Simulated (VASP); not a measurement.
# Ho (Fm-3m) in VASP: further runs

Ho is run at these levels: PBE, r2SCAN; tasks: single point.

All numbers are computed with VASP 6.6.1; they aren't measurements. Logs are shortened: lines on timing, memory, paths and dates and some standing lists are left out, and cuts for length are marked.

## (1) The cell of the first run

The structure is cubic, space group Fm-3m (No. 225). Conventional cell: a = 4.997 Å, b = 4.997 Å, c = 4.997 Å, α = 90.00°, β = 90.00°, γ = 90.00°. Ho (site symmetry m-3m) has 12 Ho at 3.53 Å within 4.6 Å.

## (2) Single point, PBE, collinear spin, ferromagnetic start

The input, INCAR:

```
PREC = Accurate ; ENCUT = 520
EDIFF = 1E-6 ; ISMEAR = 0
SIGMA = 0.05 ; LREAL = F
LASPH = T ; NELM = 150
ALGO = Normal ; ISIF = 2
LWAVE = F ; LCHARG = F
ISPIN = 2 ; MAGMOM = 4
LORBIT = 11 ; LMAXMIX = 6
GGA = PE ; NBANDS = 20
```

The input, KPOINTS:

```
regular mesh
0
Gamma
  8 8 8
```

The input, POSCAR:

```
Ho
1.0
    0.0000000000      2.4984643903      2.4984643903
    2.4984643903      0.0000000000      2.4984643903
    2.4984643903      2.4984643903      0.0000000000
Ho
1
Direct
    0.0000000000      0.0000000000      0.0000000000
```

Potentials or basis: VASP PAW PBE potentials, release 64 (Ho).

Started as:

```console
> cat potpaw_PBE.64/Ho/POTCAR > POTCAR
> mpirun -np 1 vasp_std > vasp.out
```

OUTCAR:

```text
PREC = Accurate
   ENCUT = 520
   EDIFF = 1E-6
   ISMEAR = 0
   LREAL = F
   LASPH = T
   NELM = 150
   ISIF = 2
   ISPIN = 2
   LORBIT = 11
   GGA = PE

 ion  position               nearest neighbor table
   1  0.000  0.000  0.000-

  LATTYP: Found a face centered cubic cell.
 ALAT       =     4.9969287806

  Lattice vectors:

 A1 = (   0.0000000000,   2.4984643903,   2.4984643903)
 A2 = (   2.4984643903,   0.0000000000,   2.4984643903)
 A3 = (   2.4984643903,   2.4984643903,   0.0000000000)

Analysis of symmetry for initial positions (statically):
=====================================================================
 Subroutine PRICEL returns:
 Original cell was already a primitive cell.

 Routine SETGRP: Setting up the symmetry group for a
 face centered cubic supercell.

 Subroutine GETGRP returns: Found 48 space group operations
 (whereof 48 operations were pure point group operations)
 out of a pool of 48 trial point group operations.

The static configuration has the point symmetry O_h .

Analysis of symmetry for dynamics (positions and initial velocities):
=====================================================================
 Subroutine PRICEL returns:
 Original cell was already a primitive cell.

 Routine SETGRP: Setting up the symmetry group for a
 face centered cubic supercell.

 Subroutine GETGRP returns: Found 48 space group operations
 (whereof 48 operations were pure point group operations)
 out of a pool of 48 trial point group operations.

The dynamic configuration has the point symmetry O_h .

Analysis of structural, dynamic, and magnetic symmetry:
=====================================================================
 Subroutine PRICEL returns:
 Original cell was already a primitive cell.

 Routine SETGRP: Setting up the symmetry group for a
 face centered cubic supercell.

 Subroutine GETGRP returns: Found 48 space group operations
 (whereof 48 operations were pure point group operations)
 out of a pool of 48 trial point group operations.

The overall configuration has the point symmetry O_h .

 Subroutine INISYM returns: Found 48 space group operations
 (whereof 48 operations are pure point group operations),
 and found     1 'primitive' translations

----------------------------------------------------------------------------------------

                                     Primitive cell

  volume of cell :      31.1925

  direct lattice vectors                    reciprocal lattice vectors
     0.000000000  2.498464390  2.498464390    -0.200122924  0.200122924  0.200122924
     2.498464390  0.000000000  2.498464390     0.200122924 -0.200122924  0.200122924
     2.498464390  2.498464390  0.000000000     0.200122924  0.200122924 -0.200122924

  length of vectors
     3.533362226  3.533362226  3.533362226     0.346623073  0.346623073  0.346623073

  position of ions in fractional coordinates (direct lattice)
     0.000000000  0.000000000  0.000000000

  ion indices of the primitive-cell ions
   primitive index   ion index
                 1           1

----------------------------------------------------------------------------------------

 KPOINTS: regular mesh

Automatic generation of k-mesh.
 Grid dimensions read from file:
 generate k-points for:    8    8    8

 Generating k-lattice:

  Cartesian coordinates                     Fractional coordinates (reciprocal lattice)
    -0.025015366  0.025015366  0.025015366     0.125000000  0.000000000  0.000000000
     0.025015366 -0.025015366  0.025015366     0.000000000  0.125000000  0.000000000
     0.025015366  0.025015366 -0.025015366     0.000000000  0.000000000  0.125000000

  Length of vectors
     0.043327884  0.043327884  0.043327884

  Shift w.r.t. Gamma in fractional coordinates (k-lattice)
     0.000000000  0.000000000  0.000000000

 Subroutine IBZKPT returns following result:
 ===========================================

 Found     29 irreducible k-points:

 Following reciprocal coordinates:
            Coordinates               Weight
  0.000000  0.000000  0.000000      1.000000
  0.125000  0.000000  0.000000      8.000000
  0.250000  0.000000  0.000000      8.000000
  0.375000  0.000000  0.000000      8.000000
  0.500000  0.000000  0.000000      4.000000
  0.125000  0.125000  0.000000      6.000000
[... 16 lines left out ...]
  0.500000  0.250000  0.125000     48.000000
 -0.375000  0.250000  0.125000     24.000000
 [... further k-points ...]
   k-points           NKPTS =     29   k-points in BZ     NKDIM =     29   number of bands    NBANDS=     20
   number of dos      NEDOS =    301   number of ions     NIONS =      1
   total plane-waves  NPLWV =  21952
   dimension x,y,z NGX =    28 NGY =   28 NGZ =   28
   dimension x,y,z NGXF=    56 NGYF=   56 NGZF=   56
   ions per type =               1
   NGX,Y,Z   is equivalent  to a cutoff of  13.17, 13.17, 13.17 a.u.
   NGXF,Y,Z  is equivalent  to a cutoff of  26.35, 26.35, 26.35 a.u.
 SYSTEM =  unknown system
   PREC   = accura    normal or accurate (medium, high low for compatibility)
   ISTART =      0    job   : 0-new  1-cont  2-samecut
   ICHARG =      2    charge: 1-file 2-atom 10-const
   ISPIN  =      2    spin polarized calculation?
   LNONCOLLINEAR =      F non collinear calculations
   LSORBIT =      F    spin-orbit coupling
   LASPH  =      T    aspherical Exc in radial PAW
   ENCUT  =  520.0 eV  38.22 Ry    6.18 a.u.   6.57  6.57  6.57*2*pi/ulx,y,z
   NELM   =    150;   NELMIN=  2; NELMDL= -5     # of ELM steps
   EDIFF  = 0.1E-05   stopping-criterion for ELM
   LREAL  =      F    real-space projection
   EDIFFG = 0.1E-04   stopping-criterion for IOM
   NSW    =      0    number of steps for IOM
   IBRION =     -1    ionic relax: 0-MD 1-quasi-New 2-CG
   NFREE  =      0    steps in history (QN), initial steepest desc. (CG)
   ISIF   =      2    stress and relaxation
   ISYM   =      2    0-nonsym 1-usesym 2-fastsym
   POTIM  = 0.5000    time-step for ionic-motion
   TEBEG  =    0.0;   TEEND  =   0.0 temperature during run
   PSTRESS=    0.0 pullay stress
   NELECT =      21.0000    total number of electrons
   NUPDOWN=      -1.0000    fix difference up-down
   EMIN   =  10.00;   EMAX   =-10.00  energy-range for DOS
   EFERMI =   0.00;   METHOD = LEGACY
   ISMEAR =     0;   SIGMA  =   0.05  broadening in eV -4-tet -1-fermi 0-gaus
   EFERMI_NEDOS =   21; number of points for ismear=-14 and -15
   IALGO  =     38    algorithm
   IMIX   =      4    mixing-type and parameters
     AMIX     =   0.40;   BMIX     =  1.00
     AMIX_MAG =   1.60;   BMIX_MAG =  1.00
  volume/ion in A,a.u.               =      31.19       210.50
  Fermi-wavevector in a.u.,A,eV,Ry     =   1.434822  2.711421 28.010516  2.058715
  Thomas-Fermi vector in A             =   2.554188
   LORBIT       =     11    0 simple, 1 ext, 2 COOP (PROOUT), +10 PAW based schemes
   GGA     = PE    functional components
   LHFCALC =     F    Hartree Fock is set to
   AEXX    =    0.0000 exact exchange contribution
   IVDW    =     0    specifies the selected vdW correction
   LEPSILON=     F    determine dielectric tensor
   LRPA    =     F    only Hartree local field effects (RPA)
 spin polarized calculation
 Gauss-broadening in eV      SIGMA  =   0.05
  energy-cutoff  :      520.00
  volume of cell :       31.19
 maximum number of plane-waves:       869
 NGX is ok and might be reduce to    28

 number of electron      21.0000003 magnetization       3.5534922

 Free energy of the ion-electron system (eV)
  ---------------------------------------------------
  ext. energy  EPLUGINS =         0.00000000
  ---------------------------------------------------
  free energy    TOTEN  =        -6.47392882 eV

  energy without entropy =       -6.46323544  energy(sigma->0) =       -6.46858213

 E-fermi :   2.5841     XC(G=0): -10.1278

 val. band max:        2.5690359896   @ k =  -0.3750   0.5000   0.1250
 cond. band min:       2.5894648040   @ k =  -0.3750   0.2500   0.1250
 fundamental gap:      0.0204288143
 Fermi energy:         2.5840544914

 spin component 1

 k-point     1 :       0.0000    0.0000    0.0000
  band No.  band energies     occupation
      1     -45.4735      1.00000
      2     -20.1573      1.00000
      3     -20.1573      1.00000
      4     -20.1573      1.00000
      5      -2.6039      1.00000
      6      -0.2637      1.00000
[... 12 lines left out ...]
     19      15.8925      0.00000
     20      15.8925      0.00000

 k-point     2 :       0.1250    0.0000    0.0000
  band No.  band energies     occupation
      1     -45.4660      1.00000
      2     -20.2626      1.00000
      3     -20.1706      1.00000
      4     -20.1706      1.00000
      5      -2.1759      1.00000
      6      -0.2846      1.00000
[... 12 lines left out ...]
     19      14.4006      0.00000
     20      16.7627      0.00000
[... 465 lines left out ...]
      3     -20.4029      1.00000
      4     -20.2827      1.00000
      5      -0.3963      1.00000
      6      -0.3624      1.00000
[... 12 lines left out ...]
     19      14.7903      0.00000
     20      15.0366      0.00000

 k-point    24 :      -0.3750    0.2500    0.1250
  band No.  band energies     occupation
      1     -45.4136      1.00000
      2     -20.7419      1.00000
      3     -20.4266      1.00000
      4     -20.3035      1.00000
      5      -0.4024      1.00000
      6      -0.3778      1.00000
[... 12 lines left out ...]
     19      14.5959      0.00000
     20      15.2710      0.00000

 [... further k-points ...]

 spin component 2

 k-point     1 :       0.0000    0.0000    0.0000
  band No.  band energies     occupation
      1     -43.9092      1.00000
      2     -19.0144      1.00000
      3     -19.0143      1.00000
      4     -19.0143      1.00000
      5      -2.3997      1.00000
      6       1.8516      1.00000
[... 12 lines left out ...]
     19      15.9564      0.00000
     20      15.9564      0.00000

 k-point     2 :       0.1250    0.0000    0.0000
  band No.  band energies     occupation
      1     -43.9008      1.00000
      2     -19.1323      1.00000
      3     -19.0287      1.00000
      4     -19.0287      1.00000
      5      -1.9610      1.00000
      6       1.8555      1.00000
[... 12 lines left out ...]
     19      14.4780      0.00000
     20      16.8566      0.00000
[... 465 lines left out ...]
      3     -19.2853      1.00000
      4     -19.1513      1.00000
      5       1.2641      1.00000
      6       1.9909      1.00000
[... 12 lines left out ...]
     19      15.0262      0.00000
     20      15.5359      0.00000

 k-point    24 :      -0.3750    0.2500    0.1250
  band No.  band energies     occupation
      1     -43.8415      1.00000
      2     -19.6632      1.00000
      3     -19.3114      1.00000
      4     -19.1742      1.00000
      5       1.8170      1.00000
      6       2.0426      1.00000
[... 12 lines left out ...]
     19      14.8471      0.00000
     20      15.8291      0.00000

 [... further k-points ...]
[... 5 lines left out ...]
  --------------------------------------------------------------------------------------
  -------------------------------------------------------------------------------------
  Total        0.4734273      0.4734273      0.4734273     -0.0000000     -0.0000000      0.0000000
  in kB       24.3172438     24.3172438     24.3172438     -0.0000000     -0.0000000      0.0000000
  external PRESSURE =      24.3172438 kB  Pullay stress =       0.0000000 kB

 VOLUME and BASIS-vectors are now :
 -----------------------------------------------------------------------------
  energy-cutoff  :      520.00
  volume of cell :       31.19
      direct lattice vectors                 reciprocal lattice vectors
     0.000000000  2.498464390  2.498464390    -0.200122924  0.200122924  0.200122924
     2.498464390  0.000000000  2.498464390     0.200122924 -0.200122924  0.200122924
     2.498464390  2.498464390  0.000000000     0.200122924  0.200122924 -0.200122924

 POSITION                                       TOTAL-FORCE (eV/Angst)
 -----------------------------------------------------------------------------------
      0.00000      0.00000      0.00000        -0.000000     -0.000000     -0.000000
 -----------------------------------------------------------------------------------
    total drift:                               -0.000000     -0.000000     -0.000000

  FREE ENERGIE OF THE ION-ELECTRON SYSTEM (eV)
  ---------------------------------------------------
  free  energy   TOTEN  =        -6.4739288189 eV

  energy  without entropy=       -6.4632354438  energy(sigma->0) =       -6.46858213

 total charge

# of ion       s       p       d       f       tot
--------------------------------------------------
    1        2.125   5.705   0.416  10.336  18.583

 magnetization (x)

# of ion       s       p       d       f       tot
--------------------------------------------------
    1        0.005  -0.025   0.048   3.429   3.457
```

It took 61 s on 1 thread of AMD EPYC 9R45 (Zen 5), shared host; peak memory 0.17 GiB.

Results:

- Free energy: -6.4739 eV
- Pressure: 2.4 GPa
- Net moment: 3.55 μB per cell
- Site moments: Ho +3.46 μB
- Valence electrons inside the program's atomic spheres: Ho 18.58

Levels at points of the mesh, in eV from the Fermi level:
Spin up:
| k point | band 8 | band 9 | band 10 | band 11 | band 12 | band 13 | band 14 | band 15 | band 16 | band 17 |
| --- | --- | --- | --- | --- | --- | --- | --- | --- | --- | --- |
| (0.00, 0.00, 0.00) | -2.85 | -2.23 | -2.14 | -2.14 | -2.14 | 2.31 | 2.31 | 2.31 | 4.81 | 4.81 |
| (0.50, 0.00, 0.00) | -2.21 | -2.14 | -2.07 | -2.04 | -2.04 | 1.03 | 2.14 | 2.14 | 6.58 | 6.58 |
| (0.50, 0.50, 0.00) | -2.10 | -2.05 | -2.05 | -2.04 | -1.73 | -0.75 | 2.59 | 6.67 | 7.08 | 7.08 |
Spin down:
```csv
k point,band 7,band 8,band 9,band 10,band 11,band 12
"(0.00, 0.00, 0.00)",-0.16,-0.16,-0.16,1.06,1.06,1.06
"(0.50, 0.00, 0.00)",-0.26,-0.03,-0.03,0.87,0.87,1.07
"(0.50, 0.50, 0.00)",-0.39,-0.13,-0.04,-0.04,0.87,0.87
```

Caveat: the magnetic or orbital state may not be the lowest; spin-orbit coupling is left out, which moves the levels of the heavy elements. The state reached can hang on the start; a lower one may exist.

## (3) Single point, r2SCAN, collinear spin, ferromagnetic start

This run uses another cell than the first one, of 34.14 Å³/atom, 1.094 times its volume.

The input, POSCAR:

```
Ho
1.0
    0.0000000000      2.5747206494      2.5747206494
    2.5747206494      0.0000000000      2.5747206494
    2.5747206494      2.5747206494      0.0000000000
Ho
1
Direct
    0.0000000000      0.0000000000      0.0000000000
```

The input, INCAR.step1:

```
PREC = Accurate
ENCUT = 520
ISMEAR = -5
SIGMA = 0.05
LREAL = F
LASPH = T
NELM = 150
ISPIN = 2
MAGMOM = 4.79
LMAXMIX = 6
GGA = PE
ALGO = Normal
EDIFF = 1E-4
LWAVE = T
LCHARG = F
```

The input, INCAR.step2:

```
PREC = Accurate
ENCUT = 520
EDIFF = 1E-6
ISMEAR = 0
SIGMA = 0.05
LREAL = F
LASPH = T
NELM = 150
ALGO = Normal
ISIF = 2
LWAVE = F
LCHARG = F
ISPIN = 2
MAGMOM = 4.79
LORBIT = 11
LMAXMIX = 6
METAGGA = R2SCAN
LMIXTAU = T
ISTART = 1
```

The input, KPOINTS:

```
regular mesh
0
Gamma
  14 14 14
```

Potentials or basis: VASP PAW PBE potentials, release 64 (Ho).

Started as:

```console
> cat potpaw_PBE.64/Ho/POTCAR > POTCAR
> cp INCAR.step1 INCAR
> mpirun -np 1 vasp_std > vasp.out
> cp INCAR.step2 INCAR
> mpirun -np 1 vasp_std > vasp.out
```

Run time: 7.6 min. Hardware: 1 thread of AMD EPYC 9R45 (Zen 5), shared host; peak memory 0.23 GiB.

The run converged. Its results:

```
Free energy                                           : -36.9927 eV
Pressure                                              : 0.3 GPa
Net moment                                            : 3.83 μB per cell
Site moments                                          : Ho +3.53 μB
Valence electrons inside the program's atomic spheres : Ho 18.52
```

Levels at points of the mesh, in eV from the Fermi level:
Spin up:
```
           k point  band 10  band 11  band 12  band 13  band 14  band 15
(0.00, 0.00, 0.00)    -2.36    -2.36    -2.31     2.34     2.34     2.34
(0.50, 0.00, 0.00)    -2.29    -2.28    -2.18     0.43     2.20     2.20
(0.50, 0.50, 0.00)    -2.29    -2.13    -1.63    -0.79     1.84     6.43
```
Spin down:
```
           k point  band 7  band 8  band 9  band 10  band 11  band 12
(0.00, 0.00, 0.00)   -0.14   -0.14   -0.13     2.78     2.78     2.78
(0.50, 0.00, 0.00)   -0.25   -0.02   -0.02     1.00     2.57     2.57
(0.50, 0.50, 0.00)   -0.11   -0.03   -0.03     0.10     2.54     2.54
```

Caveat: the magnetic or orbital state may not be the lowest; the PAW data sets were made with another functional, which shifts forces and pressure a little; spin-orbit coupling is left out, which moves the levels of the heavy elements. The state reached can hang on the start; a lower one may exist.

(Part 1 of 2 ends here.)
